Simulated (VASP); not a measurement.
# PbF2 (Fm-3m) in VASP: further runs

The runs below take PbF2 through single point, relaxation of cell and atoms, with LDA.

All numbers are computed with VASP 6.6.1; they aren't measurements. Logs are shortened: lines on timing, memory, paths and dates and some standing lists are left out, and cuts for length are marked.

### 1 The cell of the first run

It takes space group Fm-3m (No. 225, cubic). The conventional cell has a = 5.812 Å, b = 5.812 Å, c = 5.812 Å, α = 90.00°, β = 90.00°, γ = 90.00°. Within 3.3 Å of Pb (site symmetry m-3m) lie 8 F at 2.52 Å. F (site symmetry -43m) has 4 Pb at 2.52 Å and 6 F at 2.91 Å within 3.3 Å.

### 2 Single point, LDA

File INCAR:

```
ALGO     = Normal         # electronic algorithm
EDIFF    = 1E-6           # SCF threshold, eV
ENCUT    = 520            # plane-wave cutoff, eV
ISIF     = 2              # what is computed and relaxed
ISMEAR   = 0              # smearing method
LASPH    = True           # aspherical terms in the spheres
LCHARG   = False          # write CHGCAR
LREAL    = False          # projectors in reciprocal space
LWAVE    = False          # write WAVECAR
NBANDS   = 21             # bands
NELM     = 60             # most SCF steps
PREC     = Accurate       # precision mode
SIGMA    = 0.02           # smearing width, eV
```

File KPOINTS:

```
k-points
0
Gamma
  8 8 8
```

File POSCAR:

```
PbF2
1.0
    0.0000000000      2.9059102315      2.9059102315
    2.9059102315      0.0000000000      2.9059102315
    2.9059102315      2.9059102315      0.0000000000
Pb F
1 2
Direct
    0.0000000000      0.0000000000      0.0000000000
    0.2500000000      0.2500000000      0.2500000000
    0.7500000000      0.7500000000      0.7500000000
```

Potentials or basis: VASP PAW LDA potentials, release 64 (Pb_d, F).

Command:

```sh
> cat potpaw_LDA.64/Pb_d/POTCAR potpaw_LDA.64/F/POTCAR > POTCAR
> mpirun -np 1 vasp_std > vasp.out
```

OUTCAR:

```text
EDIFF = 1E-6
   ENCUT = 520
   ISIF = 2
   ISMEAR = 0
   LASPH = True
   LREAL = False
   NELM = 60
   PREC = Accurate

 ion  position               nearest neighbor table
   1  0.000  0.000  0.000-   3 2.52   3 2.52   3 2.52   2 2.52   3 2.52   2 2.52   2 2.52   2 2.52

   2  0.250  0.250  0.250-   1 2.52   1 2.52   1 2.52   1 2.52
   3  0.750  0.750  0.750-   1 2.52   1 2.52   1 2.52   1 2.52

  LATTYP: Found a face centered cubic cell.
 ALAT       =     5.8118204630

  Lattice vectors:

 A1 = (   0.0000000000,   2.9059102315,   2.9059102315)
 A2 = (   2.9059102315,   0.0000000000,   2.9059102315)
 A3 = (   2.9059102315,   2.9059102315,   0.0000000000)

Analysis of symmetry for initial positions (statically):
=====================================================================
 Subroutine PRICEL returns:
 Original cell was already a primitive cell.

 Routine SETGRP: Setting up the symmetry group for a
 face centered cubic supercell.

 Subroutine GETGRP returns: Found 48 space group operations
 (whereof 48 operations were pure point group operations)
 out of a pool of 48 trial point group operations.

The static configuration has the point symmetry O_h .

Analysis of symmetry for dynamics (positions and initial velocities):
=====================================================================
 Subroutine PRICEL returns:
 Original cell was already a primitive cell.

 Routine SETGRP: Setting up the symmetry group for a
 face centered cubic supercell.

 Subroutine GETGRP returns: Found 48 space group operations
 (whereof 48 operations were pure point group operations)
 out of a pool of 48 trial point group operations.

The dynamic configuration has the point symmetry O_h .

 Subroutine INISYM returns: Found 48 space group operations
 (whereof 48 operations are pure point group operations),
 and found     1 'primitive' translations

----------------------------------------------------------------------------------------

                                     Primitive cell

  volume of cell :      49.0768

  direct lattice vectors                    reciprocal lattice vectors
     0.000000000  2.905910232  2.905910232    -0.172063127  0.172063127  0.172063127
     2.905910232  0.000000000  2.905910232     0.172063127 -0.172063127  0.172063127
     2.905910232  2.905910232  0.000000000     0.172063127  0.172063127 -0.172063127

  length of vectors
     4.109577660  4.109577660  4.109577660     0.298022077  0.298022077  0.298022077

  position of ions in fractional coordinates (direct lattice)
     0.000000000  0.000000000  0.000000000
     0.250000000  0.250000000  0.250000000
     0.750000000  0.750000000  0.750000000

  ion indices of the primitive-cell ions
   primitive index   ion index
                 1           1
                 2           2
                 3           3

----------------------------------------------------------------------------------------

 KPOINTS: k-points

Automatic generation of k-mesh.
 Grid dimensions read from file:
 generate k-points for:    8    8    8

 Generating k-lattice:

  Cartesian coordinates                     Fractional coordinates (reciprocal lattice)
    -0.021507891  0.021507891  0.021507891     0.125000000  0.000000000  0.000000000
     0.021507891 -0.021507891  0.021507891     0.000000000  0.125000000  0.000000000
     0.021507891  0.021507891 -0.021507891     0.000000000  0.000000000  0.125000000

  Length of vectors
     0.037252760  0.037252760  0.037252760

  Shift w.r.t. Gamma in fractional coordinates (k-lattice)
     0.000000000  0.000000000  0.000000000

 Subroutine IBZKPT returns following result:
 ===========================================

 Found     29 irreducible k-points:

 Following reciprocal coordinates:
            Coordinates               Weight
  0.000000  0.000000  0.000000      1.000000
  0.125000  0.000000  0.000000      8.000000
  0.250000  0.000000  0.000000      8.000000
  0.375000  0.000000  0.000000      8.000000
  0.500000  0.000000  0.000000      4.000000
  0.125000  0.125000  0.000000      6.000000
[... 16 lines left out ...]
  0.500000  0.250000  0.125000     48.000000
 -0.375000  0.250000  0.125000     24.000000
 [... further k-points ...]
   k-points           NKPTS =     29   k-points in BZ     NKDIM =     29   number of bands    NBANDS=     21
   number of dos      NEDOS =    301   number of ions     NIONS =      3
   total plane-waves  NPLWV =  32768
   dimension x,y,z NGX =    32 NGY =   32 NGZ =   32
   dimension x,y,z NGXF=    64 NGYF=   64 NGZF=   64
   ions per type =               1   2
   NGX,Y,Z   is equivalent  to a cutoff of  12.95, 12.95, 12.95 a.u.
   NGXF,Y,Z  is equivalent  to a cutoff of  25.89, 25.89, 25.89 a.u.
 SYSTEM =  unknown system
   PREC   = accura    normal or accurate (medium, high low for compatibility)
   ISTART =      0    job   : 0-new  1-cont  2-samecut
   ICHARG =      2    charge: 1-file 2-atom 10-const
   ISPIN  =      1    spin polarized calculation?
   LNONCOLLINEAR =      F non collinear calculations
   LSORBIT =      F    spin-orbit coupling
   LASPH  =      T    aspherical Exc in radial PAW
   ENCUT  =  520.0 eV  38.22 Ry    6.18 a.u.   7.64  7.64  7.64*2*pi/ulx,y,z
   NELM   =     60;   NELMIN=  2; NELMDL= -5     # of ELM steps
   EDIFF  = 0.1E-05   stopping-criterion for ELM
   LREAL  =      F    real-space projection
   EDIFFG = 0.1E-04   stopping-criterion for IOM
   NSW    =      0    number of steps for IOM
   IBRION =     -1    ionic relax: 0-MD 1-quasi-New 2-CG
   NFREE  =      0    steps in history (QN), initial steepest desc. (CG)
   ISIF   =      2    stress and relaxation
   ISYM   =      2    0-nonsym 1-usesym 2-fastsym
   POTIM  = 0.5000    time-step for ionic-motion
   TEBEG  =    0.0;   TEEND  =   0.0 temperature during run
   PSTRESS=    0.0 pullay stress
   NELECT =      28.0000    total number of electrons
   NUPDOWN=      -1.0000    fix difference up-down
   EMIN   =  10.00;   EMAX   =-10.00  energy-range for DOS
   EFERMI =   0.00;   METHOD = LEGACY
   ISMEAR =     0;   SIGMA  =   0.02  broadening in eV -4-tet -1-fermi 0-gaus
   EFERMI_NEDOS =   21; number of points for ismear=-14 and -15
   IALGO  =     38    algorithm
   IMIX   =      4    mixing-type and parameters
     AMIX     =   0.40;   BMIX     =  1.00
     AMIX_MAG =   1.60;   BMIX_MAG =  1.00
  volume/ion in A,a.u.               =      16.36       110.40
  Fermi-wavevector in a.u.,A,eV,Ry     =   1.357798  2.565867 25.083928  1.843617
  Thomas-Fermi vector in A             =   2.484686
   LORBIT       =      0    0 simple, 1 ext, 2 COOP (PROOUT), +10 PAW based schemes
   GGA     = CA    functional components
   LHFCALC =     F    Hartree Fock is set to
   AEXX    =    0.0000 exact exchange contribution
   IVDW    =     0    specifies the selected vdW correction
   LEPSILON=     F    determine dielectric tensor
   LRPA    =     F    only Hartree local field effects (RPA)
 non-spin polarized calculation
 Gauss-broadening in eV      SIGMA  =   0.02
  energy-cutoff  :      520.00
  volume of cell :       49.08
 maximum number of plane-waves:      1363
   NGX = 15   NGY = 15   NGZ = 15

 number of electron      27.9999985 magnetization

 Free energy of the ion-electron system (eV)
  ---------------------------------------------------
  ext. energy  EPLUGINS =         0.00000000
  ---------------------------------------------------
  free energy    TOTEN  =       -15.95436154 eV

  energy without entropy =      -15.95436154  energy(sigma->0) =      -15.95436154

 E-fermi :   2.4639     XC(G=0): -10.3622

 val. band max:        2.2730526963   @ k =  -0.2500   0.5000   0.2500
 cond. band min:       6.4749190346   @ k =   0.5000   0.5000   0.0000
 fundamental gap:      4.2018663383
 Fermi energy:         2.4639070790

 k-point     1 :       0.0000    0.0000    0.0000
  band No.  band energies     occupation
      1     -18.9538      2.00000
      2     -18.1624      2.00000
      3     -12.1683      2.00000
      4     -12.1683      2.00000
      5     -12.1683      2.00000
      6     -12.0634      2.00000
[... 13 lines left out ...]
     20      17.2118      0.00000
     21      19.8610      0.00000

 k-point     2 :       0.1250    0.0000    0.0000
  band No.  band energies     occupation
      1     -18.9149      2.00000
      2     -18.1977      2.00000
      3     -12.1595      2.00000
      4     -12.1595      2.00000
      5     -12.1234      2.00000
      6     -12.0635      2.00000
[... 13 lines left out ...]
     20      16.7796      0.00000
     21      19.1222      0.00000

 k-point     3 :       0.2500    0.0000    0.0000
  band No.  band energies     occupation
      1     -18.8142      2.00000
      2     -18.2896      2.00000
      3     -12.1434      2.00000
      4     -12.1434      2.00000
      5     -12.0587      2.00000
      6     -12.0587      2.00000
[... 13 lines left out ...]
     20      16.1933      0.00000
     21      17.8982      0.00000

 k-point     4 :       0.3750    0.0000    0.0000
  band No.  band energies     occupation
      1     -18.6856      2.00000
      2     -18.4043      2.00000
      3     -12.1365      2.00000
      4     -12.1365      2.00000
      5     -12.0442      2.00000
      6     -12.0442      2.00000
[... 13 lines left out ...]
     20      15.8641      0.00000
     21      16.9402      0.00000

 k-point     5 :       0.5000    0.0000    0.0000
  band No.  band energies     occupation
      1     -18.5922      2.00000
      2     -18.4914      2.00000
      3     -12.1361      2.00000
      4     -12.1361      2.00000
      5     -12.0357      2.00000
      6     -12.0357      2.00000
[... 13 lines left out ...]
     20      15.7730      0.00000
     21      16.5984      0.00000

 k-point     6 :       0.1250    0.1250    0.0000
  band No.  band energies     occupation
      1     -18.9028      2.00000
      2     -18.2088      2.00000
      3     -12.1512      2.00000
      4     -12.1512      2.00000
      5     -12.1177      2.00000
      6     -12.0701      2.00000
[... 13 lines left out ...]
     20      17.3441      0.00000
     21      19.2678      0.00000

 k-point     7 :       0.2500    0.1250    0.0000
  band No.  band energies     occupation
      1     -18.8248      2.00000
      2     -18.2790      2.00000
      3     -12.1331      2.00000
      4     -12.1329      2.00000
      5     -12.0736      2.00000
      6     -12.0524      2.00000
[... 13 lines left out ...]
     20      17.0470      0.00000
     21      18.7860      0.00000
[... 291 lines left out ...]
      1     -18.5509      2.00000
      2     -18.5077      2.00000
      3     -12.1006      2.00000
      4     -12.0626      2.00000
      5     -12.0467      2.00000
      6     -11.9888      2.00000
[... 13 lines left out ...]
     20      17.7446      0.00000
     21      18.7768      0.00000

 k-point    21 :       0.5000    0.5000    0.0000
  band No.  band energies     occupation
      1     -18.5905      2.00000
      2     -18.4648      2.00000
      3     -12.1164      2.00000
      4     -12.0468      2.00000
      5     -12.0468      2.00000
      6     -12.0312      2.00000
[... 13 lines left out ...]
     20      18.5860      0.00000
     21      19.4014      0.00000

 k-point    22 :       0.3750    0.2500    0.1250
  band No.  band energies     occupation
      1     -18.7421      2.00000
      2     -18.3498      2.00000
      3     -12.1138      2.00000
      4     -12.1073      2.00000
      5     -12.0760      2.00000
      6     -12.0401      2.00000
[... 13 lines left out ...]
     20      17.6250      0.00000
     21      18.4813      0.00000

 k-point    23 :       0.5000    0.2500    0.1250
  band No.  band energies     occupation
      1     -18.6391      2.00000
      2     -18.4379      2.00000
      3     -12.1007      2.00000
      4     -12.0990      2.00000
      5     -12.0579      2.00000
      6     -12.0196      2.00000
[... 13 lines left out ...]
     20      18.2205      0.00000
     21      18.6778      0.00000

 k-point    24 :      -0.3750    0.2500    0.1250
  band No.  band energies     occupation
      1     -18.5602      2.00000
      2     -18.5097      2.00000
      3     -12.0991      2.00000
      4     -12.0985      2.00000
      5     -12.0423      2.00000
      6     -12.0107      2.00000
[... 13 lines left out ...]
     20      18.4879      0.00000
     21      18.7357      0.00000

 [... further k-points ...]

------------------------ aborting loop because EDIFF is reached ----------------------------------------

  FORCE on cell =-STRESS in cart. coord.  units (eV):
  Direction    XX          YY          ZZ          XY          YZ          ZX
  --------------------------------------------------------------------------------------
  -------------------------------------------------------------------------------------
  Total        0.0087575      0.0087575      0.0087575      0.0000000      0.0000000     -0.0000000
  in kB        0.2858989      0.2858989      0.2858989      0.0000000      0.0000000     -0.0000000
  external PRESSURE =       0.2858989 kB  Pullay stress =       0.0000000 kB

 VOLUME and BASIS-vectors are now :
 -----------------------------------------------------------------------------
  energy-cutoff  :      520.00
  volume of cell :       49.08
      direct lattice vectors                 reciprocal lattice vectors
     0.000000000  2.905910232  2.905910232    -0.172063127  0.172063127  0.172063127
     2.905910232  0.000000000  2.905910232     0.172063127 -0.172063127  0.172063127
     2.905910232  2.905910232  0.000000000     0.172063127  0.172063127 -0.172063127

 POSITION                                       TOTAL-FORCE (eV/Angst)
 -----------------------------------------------------------------------------------
      0.00000      0.00000      0.00000        -0.000000      0.000000      0.000000
      1.45296      1.45296      1.45296        -0.000000     -0.000000     -0.000000
      4.35887      4.35887      4.35887         0.000000      0.000000      0.000000
 -----------------------------------------------------------------------------------
    total drift:                                0.000000     -0.000000      0.000000

  FREE ENERGIE OF THE ION-ELECTRON SYSTEM (eV)
  ---------------------------------------------------
  free  energy   TOTEN  =       -15.9543615449 eV

  energy  without entropy=      -15.9543615449  energy(sigma->0) =      -15.95436154
```

Run time: 12 s. Hardware: 1 thread of Intel Xeon Platinum 8488C (Sapphire Rapids), shared host; peak memory 0.16 GiB.

What came out:

* Free energy: -15.9544 eV
* Pressure: 0.0 GPa
* Band gap on the k mesh: 4.20 eV (least direct gap 4.37 eV)

Caveat: spin-orbit coupling is left out, which moves the levels of the heavy elements.

### 3 Relaxation of cell and atoms, LDA

This run uses another cell than the first one, of 17.46 Å³/atom.

File INCAR:

```
SYSTEM = PbF2
PREC = Accurate
ENCUT = 600
EDIFF = 1E-6
ISMEAR = 0
SIGMA = 0.02
LREAL = .FALSE.
LASPH = .TRUE.
NELM = 80
ALGO = Normal
ISIF = 3
LWAVE = .FALSE.
LCHARG = .FALSE.
GGA = CA
IBRION = 2
NSW = 100
EDIFFG = -0.005
```

File KPOINTS:

```
Automatic mesh
0
G
  8 8 8
  0 0 0
```

File POSCAR:

```
PbF2
1.0
    0.0000000000      2.9698500000      2.9698500000
    2.9698500000      0.0000000000      2.9698500000
    2.9698500000      2.9698500000      0.0000000000
Pb F
1 2
Direct
    0.0000000000      0.0000000000      0.0000000000
    0.2500000000      0.2500000000      0.2500000000
    0.7500000000      0.7500000000      0.7500000000
```

Potentials or basis: VASP PAW LDA potentials, release 64 (Pb_d, F).

Command:

```sh
> cat potpaw_LDA.64/Pb_d/POTCAR potpaw_LDA.64/F/POTCAR > POTCAR
> mpirun -np 1 vasp_std > vasp.out
```

Wall time 43 s (1 thread of Intel Xeon Platinum 8488C (Sapphire Rapids), shared host); peak memory 0.19 GiB.

It converged, with:

| Item | Value |
| --- | --- |
| Free energy | -15.9657 eV |
| Relaxed volume | 16.34 Å³/atom |
| Relaxed cell | a = 4.108 Å, b = 4.108 Å, c = 4.108 Å, α = 60.00°, β = 60.00°, γ = 60.00° |
| Space group after relaxing (to 0.1 Å) | Fm-3m (No. 225) |
| Energy gained by relaxing | 18.6 meV/atom |
| Ionic steps | 3 |
| Pressure after relaxing | 0.0 GPa |
| Band gap on the k mesh | 4.20 eV (least direct gap 4.37 eV) |

The path:
```csv
step,energy change (eV),largest force (eV/Å),pressure (GPa),volume (Å³)
1,0.0000,0.0000,-4.99,52.39
2,-0.0532,0.0000,1.21,48.37
3,-0.0558,0.0000,0.01,49.02
```

Final structure:
```
CELL_PARAMETERS angstrom
0.00000 2.90476 2.90476
2.90476 0.00000 2.90476
2.90476 2.90476 0.00000
ATOMIC_POSITIONS crystal
Pb 0.00000 0.00000 0.00000
F 0.25000 0.25000 0.25000
F 0.75000 0.75000 0.75000
```

Levels at points of the mesh, in eV from the valence-band top:
```tsv
k point	band 11	band 12	band 13	band 14	band 15	band 16	band 17	band 18
(0.00, 0.00, 0.00)	-2.92	-2.40	-2.40	-2.40	6.61	6.61	6.61	10.38
(0.50, 0.00, 0.00)	-3.19	-2.56	-2.56	-0.06	4.78	7.68	7.68	12.90
(0.50, 0.50, 0.00)	-1.93	-1.91	-1.91	-0.17	4.20	7.94	7.94	8.38
```

Caveat: spin-orbit coupling is left out, which moves the levels of the heavy elements. A k mesh can miss the band edges.
